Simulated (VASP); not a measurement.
Write the native input for VASP 6.6.1 that does the following.

- Task: relaxation of cell and atoms
- Functional: PBE0
- Potentials or basis: VASP PAW PBE potentials, release 64 (Ga_d)
- Cutoff: 600 eV
- k mesh: 5 × 5 × 5
- Occupations: fermi-dirac, width 0.05 eV
- Spin: no spin polarisation
- Dipole correction: no
- Grid for exact exchange (PRECFOCK): Normal
- Further INCAR settings: ALGO = Normal; EDIFF = 1e-07; IBRION = 2; EDIFFG = -0.01; NSW = 60; ISIF = 3
- Share of exact exchange: 0.25

The system is Ga.

```
Ga
1.0
     2.71648    0.00000    0.00000
     0.00000    2.71648    0.00000
     0.00000    0.00000    2.71648
Ga
1
Direct
  0.00000 0.00000 0.00000
```

This isn't the form of Ga at room conditions, which is orthorhombic.

The input as run:

POSCAR

```
Ga
1.0
    2.7164800000      0.0000000000      0.0000000000
    0.0000000000      2.7164800000      0.0000000000
    0.0000000000      0.0000000000      2.7164800000
Ga
1
Direct
    0.0000000000      0.0000000000      0.0000000000
```

INCAR.step1

```
  PREC = Accurate
  ENCUT = 600
  EDIFF = 1E-5
  ISMEAR = -1
  SIGMA = 0.05
  LREAL = False
  LASPH = True
  NELM = 80
  ALGO = Normal
  LWAVE = True
  LCHARG = False
  GGA = PE
  NBANDS = 12
```

INCAR.step2

```
  PREC = Accurate
  ENCUT = 600
  EDIFF = 1E-7
  ISMEAR = -1
  SIGMA = 0.05
  LREAL = False
  LASPH = True
  NELM = 80
  ALGO = Normal
  ISIF = 3
  LWAVE = False
  LCHARG = False
  GGA = PE
  LHFCALC = True
  AEXX = 0.25
  PRECFOCK = Normal
  IBRION = 2
  NSW = 60
  EDIFFG = -0.01
  ISTART = 1
```

KPOINTS

```
Automatic mesh
0
Gamma
  5 5 5
```

Potentials or basis: VASP PAW PBE potentials, release 64 (Ga_d).

Command:

```console
$ cat potpaw_PBE.64/Ga_d/POTCAR > POTCAR
$ cp INCAR.step1 INCAR
$ mpirun -np 1 vasp_std > vasp.out
$ cp INCAR.step2 INCAR
$ mpirun -np 1 vasp_std > vasp.out
```

It gave:

The relaxed volume is 19.42 Å³/atom, the relaxed cell is a = 2.688 Å, b = 2.688 Å, c = 2.688 Å, α = 90.00°, β = 90.00°, γ = 90.00° and the space group after relaxing (to 0.1 Å) is Pm-3m (No. 221). The energy gained by relaxing is 3.8 meV/atom, the ionic steps are 2 and the pressure after relaxing is -0.1 GPa. The band gap on the k mesh is zero (an odd number of electrons rules out a gap without spin polarisation).

Caveat: the k points lie up to 0.47 Å⁻¹ apart in the final cell, too coarse for converged energies and pressures of a metal; the PAW data sets were made with another functional, which shifts forces and pressure a little.

Run time: 19 min on 1 thread of AMD EPYC 9755 128-Core Processor (shared host), peak memory 0.13 GiB.
